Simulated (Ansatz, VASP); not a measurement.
**Two plane-wave programs on CaCu2S2**

File INCAR:

```
ALGO     = Normal         # electronic algorithm
EDIFF    = 1E-6           # SCF threshold, eV
ENCUT    = 520            # plane-wave cutoff, eV
GGA      = PE             # functional
ISIF     = 2              # what is computed and relaxed
ISMEAR   = 0              # smearing method
LASPH    = T              # aspherical terms in the spheres
LCHARG   = F              # write CHGCAR
LREAL    = F              # projectors in reciprocal space
LWAVE    = F              # write WAVECAR
NBANDS   = 30             # bands
NELM     = 60             # most SCF steps
PREC     = Accurate       # precision mode
SIGMA    = 0.01           # smearing width, eV
```

File KPOINTS:

```
k-points
0
Gamma
  6 6 4
```

Contents of POSCAR:

```
CaCu2S2
1.0
    3.9400000000      0.0000000000      0.0000000000
   -1.9700000000      3.4121400900      0.0000000000
    0.0000000000      0.0000000000      6.5230000000
Ca Cu S
1 2 2
Direct
    0.0000000000      0.0000000000      0.0000000000
    0.3333333333      0.6666666667      0.3764900000
    0.6666666667      0.3333333333      0.6235100000
    0.3333333333      0.6666666667      0.7463000000
    0.6666666667      0.3333333333      0.2537000000
```

Input for Ansatz:

```yaml
crystal:
  lattice:
    - [3.94, 0.0, 0.0]
    - [-1.97, 3.41214009, 0.0]
    - [0.0, 0.0, 6.523]
  atoms:
    - { symbol: Ca, position: [0.0, 0.0, 0.0] }
    - { symbol: Cu, position: [0.3333333333333333, 0.6666666666666666, 0.37649] }
    - { symbol: Cu, position: [0.6666666666666666, 0.3333333333333333, 0.62351] }
    - { symbol: S, position: [0.3333333333333333, 0.6666666666666666, 0.7463] }
    - { symbol: S, position: [0.6666666666666666, 0.3333333333333333, 0.2537] }
basis:
  ecutwfc: 500.0
kpoints:
  mp_grid:
    grid: [6, 6, 4]
scf:
  occupations:
    method: fixed
output:
  stress: true
```

Alike in both runs: task single point; functional PBE; k mesh 6 × 6 × 4; no spin polarisation.

|  | VASP | Ansatz |
| --- | --- | --- |
| version | VASP 6.6.1 | Ansatz 0.2.0 |
| potentials or method | VASP PAW PBE potentials, release 64 (Ca_sv, Cu, S), cutoff 520 eV | plane waves, PAW |
| occupations | gaussian, width 0.01 eV | fixed |
| valence electrons in the cell | 44 | 60 |

VASP gave:

* pressure (GPa): -0.5
* traceless stress, the component that is largest in VASP (GPa): 0.13

**Question.** Which values does Ansatz return?

**Answer.** Pressure (GPa): -0.7; traceless stress, the component that is largest in VASP (GPa): 0.14.

VASP's potentials hold 44 valence electrons a cell and Ansatz's 60, so a difference there can come from the potentials and not from the codes.
